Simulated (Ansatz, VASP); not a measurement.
**One calculation of InP, two programs**

```
In P
1.0
     0.00000    2.55743    3.06793
     3.06793    0.00000    3.06793
     3.06793    2.55743    0.00000
In P
1 1
Cartesian
  0.0000 0.0000 0.0000
  4.6019 3.8361 4.6019
```

Alike in both runs: task single point; functional LDA; k mesh 12 × 12 × 12; occupations gaussian, width 0.05 eV; no spin polarisation.

```csv
,VASP,Ansatz
version,VASP 6.6.1,Ansatz 0.2.0
potentials or method,"VASP PAW LDA potentials, release 64 (In_d, P), cutoff 520 eV","scalar-relativistic, plane waves, PAW"
valence electrons in the cell,18,18
```

Ansatz gave:

- gap on the k mesh at the Fermi level (eV): 0.18
- least direct gap on the mesh (eV): 0.18
- pressure (GPa): 1.0
- traceless stress, the component that is largest in VASP (GPa): 3.48

Question: Which values does VASP return?

Answer: gap on the k mesh at the Fermi level (eV): 0.22; least direct gap on the mesh (eV): 0.22; pressure (GPa): 1.0; traceless stress, the component that is largest in VASP (GPa): 3.47.

Ansatz warns that its potentials were made for another functional, while VASP's fit it. LDA's correlation is that of Perdew and Zunger in VASP and of Perdew and Wang (1992) in Ansatz.
